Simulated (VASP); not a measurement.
# Ba2SnF6 (Fm-3m) in VASP: a series of runs

The runs below take Ba2SnF6 through single point, relaxation of cell and atoms, with PBE.

Everything below comes from runs of VASP 6.6.1. Logs are shortened: lines on timing, memory, paths and dates and some standing lists are left out, and cuts for length are marked.

## (1) The cell of the first run

It takes space group Fm-3m (No. 225, cubic). Conventional cell: a = 8.699 Å, b = 8.699 Å, c = 8.699 Å, α = 90.00°, β = 90.00°, γ = 90.00°. Within 4.1 Å of Ba (site symmetry -43m) lie 12 F at 3.08 Å and 4 Sn at 3.77 Å. Within 3.0 Å of Sn (site symmetry m-3m) lie 6 F at 2.28 Å. F (site symmetry 4mm) has 1 Sn at 2.28 Å and 4 F at 2.93 Å within 3.0 Å.

## (2) Single point, PBE

File INCAR:

```
ALGO     = Normal         # electronic algorithm
EDIFF    = 1E-6           # SCF threshold, eV
ENCUT    = 520            # plane-wave cutoff, eV
GGA      = PE             # functional
ISIF     = 2              # what is computed and relaxed
ISMEAR   = 0              # smearing method
LASPH    = True           # aspherical terms in the spheres
LCHARG   = False          # write CHGCAR
LREAL    = False          # projectors in reciprocal space
LWAVE    = False          # write WAVECAR
NBANDS   = 48             # bands
NELM     = 100            # most SCF steps
PREC     = Accurate       # precision mode
SIGMA    = 0.1            # smearing width, eV
```

File KPOINTS:

```
k-points
0
Gamma
  4 4 4
```

File POSCAR:

```
Ba2SnF6
1.0
    0.0000000000      4.3494028483      4.3494028483
    4.3494028483      0.0000000000      4.3494028483
    4.3494028483      4.3494028483      0.0000000000
Ba Sn F
2 1 6
Direct
    0.2500000000      0.2500000000      0.2500000000
    0.7500000000      0.7500000000      0.7500000000
    0.0000000000      0.0000000000      0.0000000000
    0.7383529483      0.2616470517      0.2616470517
    0.2616470517      0.7383529483      0.2616470517
    0.2616470517      0.7383529483      0.7383529483
    0.7383529483      0.2616470517      0.7383529483
    0.2616470517      0.2616470517      0.7383529483
    0.7383529483      0.7383529483      0.2616470517
```

Potentials or basis: VASP PAW PBE potentials, release 64 (Ba_sv, Sn_d, F).

Command:

```
$ cat potpaw_PBE.64/Ba_sv/POTCAR potpaw_PBE.64/Sn_d/POTCAR potpaw_PBE.64/F/POTCAR > POTCAR
$ mpirun -np 1 vasp_std > vasp.out
```

OUTCAR:

```text
EDIFF = 1E-6
   ENCUT = 520
   GGA = PE
   ISIF = 2
   ISMEAR = 0
   LASPH = True
   LREAL = False
   NELM = 100
   PREC = Accurate

 ion  position               nearest neighbor table
   1  0.250  0.250  0.250-   4 3.08   5 3.08   8 3.08   6 3.08   7 3.08   8 3.08   5 3.08   6 3.08
                             9 3.08   4 3.08   7 3.08   9 3.08   3 3.77   3 3.77   3 3.77   3 3.77
   2  0.750  0.750  0.750-   5 3.08   6 3.08   8 3.08   4 3.08   7 3.08   8 3.08   4 3.08   5 3.08
                             9 3.08   6 3.08   7 3.08   9 3.08   3 3.77   3 3.77   3 3.77   3 3.77
   3  0.000  0.000  0.000-   4 2.28   5 2.28   6 2.28   7 2.28   8 2.28   9 2.28   1 3.77   2 3.77
                             2 3.77   2 3.77   2 3.77   1 3.77   1 3.77   1 3.77
   4  0.738  0.262  0.262-   3 2.28   1 3.08   1 3.08   2 3.08   2 3.08
   5  0.262  0.738  0.262-   3 2.28   1 3.08   1 3.08   2 3.08   2 3.08
   6  0.262  0.738  0.738-   3 2.28   1 3.08   2 3.08   1 3.08   2 3.08
   7  0.738  0.262  0.738-   3 2.28   1 3.08   2 3.08   1 3.08   2 3.08
   8  0.262  0.262  0.738-   3 2.28   1 3.08   1 3.08   2 3.08   2 3.08
   9  0.738  0.738  0.262-   3 2.28   1 3.08   2 3.08   1 3.08   2 3.08

  LATTYP: Found a face centered cubic cell.
 ALAT       =     8.6988056966

  Lattice vectors:

 A1 = (   0.0000000000,   4.3494028483,   4.3494028483)
 A2 = (   4.3494028483,   0.0000000000,   4.3494028483)
 A3 = (   4.3494028483,   4.3494028483,   0.0000000000)

Analysis of symmetry for initial positions (statically):
=====================================================================
 Subroutine PRICEL returns:
 Original cell was already a primitive cell.

 Routine SETGRP: Setting up the symmetry group for a
 face centered cubic supercell.

 Subroutine GETGRP returns: Found 48 space group operations
 (whereof 48 operations were pure point group operations)
 out of a pool of 48 trial point group operations.

The static configuration has the point symmetry O_h .

Analysis of symmetry for dynamics (positions and initial velocities):
=====================================================================
 Subroutine PRICEL returns:
 Original cell was already a primitive cell.

 Routine SETGRP: Setting up the symmetry group for a
 face centered cubic supercell.

 Subroutine GETGRP returns: Found 48 space group operations
 (whereof 48 operations were pure point group operations)
 out of a pool of 48 trial point group operations.

The dynamic configuration has the point symmetry O_h .

 Subroutine INISYM returns: Found 48 space group operations
 (whereof 48 operations are pure point group operations),
 and found     1 'primitive' translations

----------------------------------------------------------------------------------------

                                     Primitive cell

  volume of cell :     164.5580

  direct lattice vectors                    reciprocal lattice vectors
     0.000000000  4.349402848  4.349402848    -0.114958310  0.114958310  0.114958310
     4.349402848  0.000000000  4.349402848     0.114958310 -0.114958310  0.114958310
     4.349402848  4.349402848  0.000000000     0.114958310  0.114958310 -0.114958310

  length of vectors
     6.150984496  6.150984496  6.150984496     0.199113633  0.199113633  0.199113633

  position of ions in fractional coordinates (direct lattice)
     0.250000000  0.250000000  0.250000000
     0.750000000  0.750000000  0.750000000
     0.000000000  0.000000000  0.000000000
     0.738352948  0.261647052  0.261647052
     0.261647052  0.738352948  0.261647052
     0.261647052  0.738352948  0.738352948
     0.738352948  0.261647052  0.738352948
     0.261647052  0.261647052  0.738352948
     0.738352948  0.738352948  0.261647052

  ion indices of the primitive-cell ions
   primitive index   ion index
                 1           1
                 2           2
                 3           3
                 4           4
                 5           5
                 6           6
                 7           7
                 8           8
                 9           9

----------------------------------------------------------------------------------------

 KPOINTS: k-points

Automatic generation of k-mesh.
 Grid dimensions read from file:
 generate k-points for:    4    4    4

 Generating k-lattice:

  Cartesian coordinates                     Fractional coordinates (reciprocal lattice)
    -0.028739577  0.028739577  0.028739577     0.250000000  0.000000000  0.000000000
     0.028739577 -0.028739577  0.028739577     0.000000000  0.250000000  0.000000000
     0.028739577  0.028739577 -0.028739577     0.000000000  0.000000000  0.250000000

  Length of vectors
     0.049778408  0.049778408  0.049778408

  Shift w.r.t. Gamma in fractional coordinates (k-lattice)
     0.000000000  0.000000000  0.000000000

 Subroutine IBZKPT returns following result:
 ===========================================

 Found      8 irreducible k-points:

 Following reciprocal coordinates:
            Coordinates               Weight
  0.000000  0.000000  0.000000      1.000000
  0.250000  0.000000  0.000000      8.000000
  0.500000  0.000000  0.000000      4.000000
  0.250000  0.250000  0.000000      6.000000
  0.500000  0.250000  0.000000     24.000000
 -0.250000  0.250000  0.000000     12.000000
  0.500000  0.500000  0.000000      3.000000
 -0.250000  0.500000  0.250000      6.000000
   k-points           NKPTS =      8   k-points in BZ     NKDIM =      8   number of bands    NBANDS=     48
   number of dos      NEDOS =    301   number of ions     NIONS =      9
   total plane-waves  NPLWV = 110592
   dimension x,y,z NGX =    48 NGY =   48 NGZ =   48
   dimension x,y,z NGXF=    96 NGYF=   96 NGZF=   96
   ions per type =               2   1   6
   NGX,Y,Z   is equivalent  to a cutoff of  12.97, 12.97, 12.97 a.u.
   NGXF,Y,Z  is equivalent  to a cutoff of  25.95, 25.95, 25.95 a.u.
 SYSTEM =  unknown system
   PREC   = accura    normal or accurate (medium, high low for compatibility)
   ISTART =      0    job   : 0-new  1-cont  2-samecut
   ICHARG =      2    charge: 1-file 2-atom 10-const
   ISPIN  =      1    spin polarized calculation?
   LNONCOLLINEAR =      F non collinear calculations
   LSORBIT =      F    spin-orbit coupling
   LASPH  =      T    aspherical Exc in radial PAW
   ENCUT  =  520.0 eV  38.22 Ry    6.18 a.u.  11.44 11.44 11.44*2*pi/ulx,y,z
   NELM   =    100;   NELMIN=  2; NELMDL= -5     # of ELM steps
   EDIFF  = 0.1E-05   stopping-criterion for ELM
   LREAL  =      F    real-space projection
   EDIFFG = 0.1E-04   stopping-criterion for IOM
   NSW    =      0    number of steps for IOM
   IBRION =     -1    ionic relax: 0-MD 1-quasi-New 2-CG
   NFREE  =      0    steps in history (QN), initial steepest desc. (CG)
   ISIF   =      2    stress and relaxation
   ISYM   =      2    0-nonsym 1-usesym 2-fastsym
   POTIM  = 0.5000    time-step for ionic-motion
   TEBEG  =    0.0;   TEEND  =   0.0 temperature during run
   PSTRESS=    0.0 pullay stress
   NELECT =      76.0000    total number of electrons
   NUPDOWN=      -1.0000    fix difference up-down
   EMIN   =  10.00;   EMAX   =-10.00  energy-range for DOS
   EFERMI =   0.00;   METHOD = LEGACY
   ISMEAR =     0;   SIGMA  =   0.10  broadening in eV -4-tet -1-fermi 0-gaus
   EFERMI_NEDOS =   21; number of points for ismear=-14 and -15
   IALGO  =     38    algorithm
   IMIX   =      4    mixing-type and parameters
     AMIX     =   0.40;   BMIX     =  1.00
     AMIX_MAG =   1.60;   BMIX_MAG =  1.00
  volume/ion in A,a.u.               =      18.28       123.39
  Fermi-wavevector in a.u.,A,eV,Ry     =   1.265435  2.391325 21.787348  1.601325
  Thomas-Fermi vector in A             =   2.398688
   LORBIT       =      0    0 simple, 1 ext, 2 COOP (PROOUT), +10 PAW based schemes
   GGA     = PE    functional components
   LHFCALC =     F    Hartree Fock is set to
   AEXX    =    0.0000 exact exchange contribution
   IVDW    =     0    specifies the selected vdW correction
   LEPSILON=     F    determine dielectric tensor
   LRPA    =     F    only Hartree local field effects (RPA)
 non-spin polarized calculation
 Gauss-broadening in eV      SIGMA  =   0.10
  energy-cutoff  :      520.00
  volume of cell :      164.56
 maximum number of plane-waves:      4477
 NGX is ok and might be reduce to    48
   NGX = 23   NGY = 23   NGZ = 23

 number of electron      75.9999951 magnetization

 Free energy of the ion-electron system (eV)
  ---------------------------------------------------
  ext. energy  EPLUGINS =         0.00000000
  ---------------------------------------------------
  free energy    TOTEN  =       -45.32739956 eV

  energy without entropy =      -45.32739956  energy(sigma->0) =      -45.32739956

 E-fermi :   3.4572     XC(G=0):  -9.2571

 val. band max:        2.9801106033   @ k =  -0.2500   0.5000   0.2500
 cond. band min:       5.2625278312   @ k =   0.0000   0.0000   0.0000
 fundamental gap:      2.2824172279
 Fermi energy:         3.4572081499

 k-point     1 :       0.0000    0.0000    0.0000
  band No.  band energies     occupation
      1     -25.3267      2.00000
      2     -25.2499      2.00000
      3     -20.1476      2.00000
      4     -20.0106      2.00000
      5     -20.0106      2.00000
      6     -19.8980      2.00000
[... 40 lines left out ...]
     47       7.6290      0.00000
     48       9.0396      0.00000

 k-point     2 :       0.2500    0.0000    0.0000
  band No.  band energies     occupation
      1     -25.3129      2.00000
      2     -25.2586      2.00000
      3     -20.1255      2.00000
      4     -20.0450      2.00000
      5     -20.0450      2.00000
      6     -19.9486      2.00000
[... 298 lines left out ...]
 k-point     8 :      -0.2500    0.5000    0.2500
  band No.  band energies     occupation
      1     -25.2813      2.00000
      2     -25.2813      2.00000
      3     -20.1719      2.00000
      4     -20.0783      2.00000
      5     -20.0067      2.00000
      6     -19.8988      2.00000
[... 40 lines left out ...]
     47       7.8910      0.00000
     48       8.1033      0.00000

------------------------ aborting loop because EDIFF is reached ----------------------------------------

  FORCE on cell =-STRESS in cart. coord.  units (eV):
  Direction    XX          YY          ZZ          XY          YZ          ZX
  --------------------------------------------------------------------------------------
  -------------------------------------------------------------------------------------
  Total        0.3630623      0.3630623      0.3630623      0.0000000      0.0000000      0.0000000
  in kB        3.5348647      3.5348647      3.5348647      0.0000000      0.0000000      0.0000000
  external PRESSURE =       3.5348647 kB  Pullay stress =       0.0000000 kB

 VOLUME and BASIS-vectors are now :
 -----------------------------------------------------------------------------
  energy-cutoff  :      520.00
  volume of cell :      164.56
      direct lattice vectors                 reciprocal lattice vectors
     0.000000000  4.349402848  4.349402848    -0.114958310  0.114958310  0.114958310
     4.349402848  0.000000000  4.349402848     0.114958310 -0.114958310  0.114958310
     4.349402848  4.349402848  0.000000000     0.114958310  0.114958310 -0.114958310

 POSITION                                       TOTAL-FORCE (eV/Angst)
 -----------------------------------------------------------------------------------
      2.17470      2.17470      2.17470        -0.000000      0.000000      0.000000
      6.52410      6.52410      6.52410        -0.000000      0.000000      0.000000
      0.00000      0.00000      0.00000        -0.000000     -0.000000      0.000000
      2.27602      4.34940      4.34940         0.011849     -0.000000      0.000000
      4.34940      2.27602      4.34940        -0.000000      0.011849      0.000000
      6.42279      4.34940      4.34940        -0.011849     -0.000000      0.000000
      4.34940      6.42279      4.34940        -0.000000     -0.011849      0.000000
      4.34940      4.34940      2.27602        -0.000000     -0.000000      0.011849
      4.34940      4.34940      6.42279        -0.000000     -0.000000     -0.011849
 -----------------------------------------------------------------------------------
    total drift:                               -0.000000     -0.000000      0.000000

  FREE ENERGIE OF THE ION-ELECTRON SYSTEM (eV)
  ---------------------------------------------------
  free  energy   TOTEN  =       -45.3273995578 eV

  energy  without entropy=      -45.3273995578  energy(sigma->0) =      -45.32739956
```

It took 4.5 min on 1 thread of AMD EPYC, shared host; peak memory 0.31 GiB.

What came out:

```
Free energy            : -45.3274 eV
Pressure               : 0.4 GPa
Largest force          : 0.012 eV/Å
Band gap on the k mesh : 2.28 eV, indirect (least direct gap 2.94 eV)
```

Forces in eV/Å, atoms in the order of the input:
```
Ba   0.000  0.000  0.000
Ba   0.000  0.000  0.000
Sn   0.000  0.000  0.000
F    0.012  0.000  0.000
F    0.000  0.012  0.000
F   -0.012  0.000  0.000
F    0.000 -0.012  0.000
F    0.000  0.000  0.012
F    0.000  0.000 -0.012
```

Caveat: spin-orbit coupling is left out, which moves the levels of the heavy elements. A hybrid or GW would open this gap; PBE tends to underestimate it.

## (3) Relaxation of cell and atoms, PBE

This run uses another cell than the first one, of 17.11 Å³/atom, 0.936 times its volume.

File INCAR:

```
PREC = Accurate ; ENCUT = 600
EDIFF = 1E-7 ; ISMEAR = 0
SIGMA = 0.1 ; LREAL = False
LASPH = True ; NELM = 100
ALGO = Normal ; ISIF = 3
LWAVE = False ; LCHARG = False
GGA = PE ; IBRION = 2
NSW = 90 ; EDIFFG = -0.04
```

File KPOINTS:

```
Automatic mesh
0
Gamma
  4 4 4
```

File POSCAR:

```
Ba2SnF6
1.0
    0.0000000000      4.2543389100      4.2543389100
    4.2543389100      0.0000000000      4.2543389100
    4.2543389100      4.2543389100      0.0000000000
Ba Sn F
2 1 6
Direct
    0.2500000000      0.2500000000      0.2500000000
    0.7500000000      0.7500000000      0.7500000000
    0.0000000000      0.0000000000      0.0000000000
    0.7650000000      0.2350000000      0.2350000000
    0.2350000000      0.7650000000      0.2350000000
    0.2350000000      0.7650000000      0.7650000000
    0.7650000000      0.2350000000      0.7650000000
    0.2350000000      0.2350000000      0.7650000000
    0.7650000000      0.7650000000      0.2350000000
```

Potentials or basis: VASP PAW PBE potentials, release 64 (Ba_sv, Sn_d, F).

Command:

```
$ cat potpaw_PBE.64/Ba_sv/POTCAR potpaw_PBE.64/Sn_d/POTCAR potpaw_PBE.64/F/POTCAR > POTCAR
$ mpirun -np 1 vasp_std > vasp.out
```

Run time: 6.6 min. Hardware: 1 thread of Intel Xeon 6975P-C (Granite Rapids), shared host; peak memory 0.38 GiB.

The run converged. Its results:

- Free energy: -45.3214 eV
- Relaxed volume: 18.46 Å³/atom
- Relaxed cell: a = 6.171 Å, b = 6.171 Å, c = 6.171 Å, α = 60.00°, β = 60.00°, γ = 60.00°
- Space group after relaxing (to 0.05 Å): Fm-3m (No. 225)
- Energy gained by relaxing: 354.5 meV/atom
- Ionic steps: 11
- Pressure after relaxing: 0.0 GPa
- Largest force after relaxing: 0.005 eV/Å
- Band gap on the k mesh: 2.29 eV, indirect (least direct gap 2.93 eV)

Forces in eV/Å, atoms in the order of the input:
```
Ba   0.000  0.000  0.000
Ba   0.000  0.000  0.000
Sn   0.000  0.000  0.000
F    0.005  0.000  0.000
F    0.000  0.005  0.000
F   -0.005  0.000  0.000
F    0.000 -0.005  0.000
F    0.000  0.000  0.005
F    0.000  0.000 -0.005
```

Step by step:
```csv
step,energy change (eV),largest force (eV/Å),pressure (GPa),volume (Å³)
1,0.0000,3.9316,18.35,154.00
2,-2.4026,0.6442,-6.57,201.95
3,-2.9389,0.3761,-2.07,185.20
4,-2.9410,0.4426,-1.76,184.35
5,-2.9406,0.4936,-1.52,183.70
6,-3.0402,0.4010,-1.19,179.23
7,-3.1883,0.0954,0.23,166.24
8,-3.1891,0.0633,0.40,165.09
9,-3.1891,0.0734,0.34,165.45
10,-3.1896,0.0496,-0.31,166.72
11,-3.1906,0.0048,-0.02,166.15
```

Final structure:
```xyz
9
Lattice="0.0000 4.3634 4.3634 4.3634 0.0000 4.3634 4.3634 4.3634 0.0000" Properties=species:S:1:pos:R:3 pbc="T T T"
Ba    2.1817    2.1817    2.1817
Ba    6.5450    6.5450    6.5450
Sn    0.0000    0.0000    0.0000
F     2.2788    4.3634    4.3634
F     4.3634    2.2788    4.3634
F     6.4479    4.3634    4.3634
F     4.3634    6.4479    4.3634
F     4.3634    4.3634    2.2788
F     4.3634    4.3634    6.4479
```

Levels at points of the mesh, in eV from the valence-band top:
| k point | band 35 | band 36 | band 37 | band 38 | band 39 | band 40 | band 41 | band 42 |
| --- | --- | --- | --- | --- | --- | --- | --- | --- |
| (0.00, 0.00, 0.00) | -3.78 | -3.73 | -3.73 | -0.96 | 2.29 | 2.29 | 2.46 | 2.46 |
| (0.50, 0.00, 0.00) | -3.90 | -3.76 | -3.76 | -0.18 | 3.20 | 3.20 | 3.26 | 3.86 |
| (0.50, 0.50, 0.00) | -4.09 | -3.82 | -3.74 | -0.01 | 2.92 | 3.24 | 3.94 | 4.01 |

Caveat: spin-orbit coupling is left out, which moves the levels of the heavy elements.
